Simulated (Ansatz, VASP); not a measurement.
Two plane-wave programs on CdS

INCAR

```
  ALGO = Normal
  EDIFF = 1E-6
  ENCUT = 630
  GGA = PS
  GGA_COMPAT = F
  ISIF = 2
  ISMEAR = -1
  LASPH = T
  LCHARG = F
  LREAL = F
  LWAVE = F
  NBANDS = 20
  NELM = 120
  PREC = Accurate
  SIGMA = 0.05
```

The input KPOINTS:

```
k-points
0
Gamma
  7 7 5
```

POSCAR

```
CdS
1.0
    4.2611695877      0.0000000000      0.0000000000
   -2.1305847939      3.6902811128      0.0000000000
    0.0000000000      0.0000000000      5.8041729400
Cd S
1 1
Direct
    0.0000000000      0.0000000000      0.4426919200
    0.6666666667      0.3333333333      0.4343080800
```

Contents of input.yaml:

```yaml
crystal:
  lattice:
    - [4.2611695877, 0.0, 0.0]
    - [-2.1305847939, 3.6902811128, 0.0]
    - [0.0, 0.0, 5.80417294]
  atoms:
    - { symbol: Cd, position: [0.0, 0.0, 0.44269192] }
    - { symbol: S, position: [0.6666666667, 0.3333333333, 0.43430808] }
hamiltonian:
  xc: pbesol
  pseudopotentials: { kind: paw }
kpoints:
  mp_grid: { grid: [7, 7, 5] }
  band_path:
    path:
      - [[0.0, 0.0, 0.0], [0.5, 0.0, 0.0], [0.3333333333, 0.3333333333, 0.0], [0.0, 0.0, 0.0], [0.0, 0.0, 0.5], [0.5, 0.0, 0.5], [0.3333333333, 0.3333333333, 0.5], [0.0, 0.0, 0.5]]
      - [[0.5, 0.0, 0.5], [0.5, 0.0, 0.0]]
      - [[0.3333333333, 0.3333333333, 0.0], [0.3333333333, 0.3333333333, 0.5]]
    npoints: 14
scf:
  occupations: { method: fermi_dirac, width: 0.05 }
  n_extra_bands: 6
output:
  forces: true
  stress: true
  eigenvalues: true
  fatbands: false
  write_density: true
  write_potential: true
  elf: true
  volumetric_format: npy
```

Alike in both runs: functional PBEsol; k mesh 7 × 7 × 5; occupations fermi-dirac, width 0.05 eV; no spin polarisation.

|  | VASP | Ansatz |
| --- | --- | --- |
| version | VASP 6.6.1 | Ansatz 0.2.0 |
| potentials or method | VASP PAW PBE potentials, release 64 (Cd_sv_GW, S) | Ansatz PAW |
| plane-wave cutoff (eV) | 630 | 420 |
| valence electrons in the cell | 26 | 26 |
| task | single point | band structure |

```csv
,VASP,Ansatz,Ansatz less VASP
gap on the k mesh at the Fermi level (eV),1.41,1.42,+0.004
least direct gap on the mesh (eV),1.42,1.42,+0.004
pressure (GPa),-1.5,-1.5,+0.06
"traceless stress, the component that is largest in VASP (GPa)",1.48,1.49,+0.016
rms of the force components (eV/Å),0.010,0.010,+0.0003
```

VASP's potentials were made for PBE, not for PBEsol. Atom by atom the forces differ by 0.000 eV/Å (rms over components). With one functional, cell and mesh, what is left measures potentials, basis and numerics.
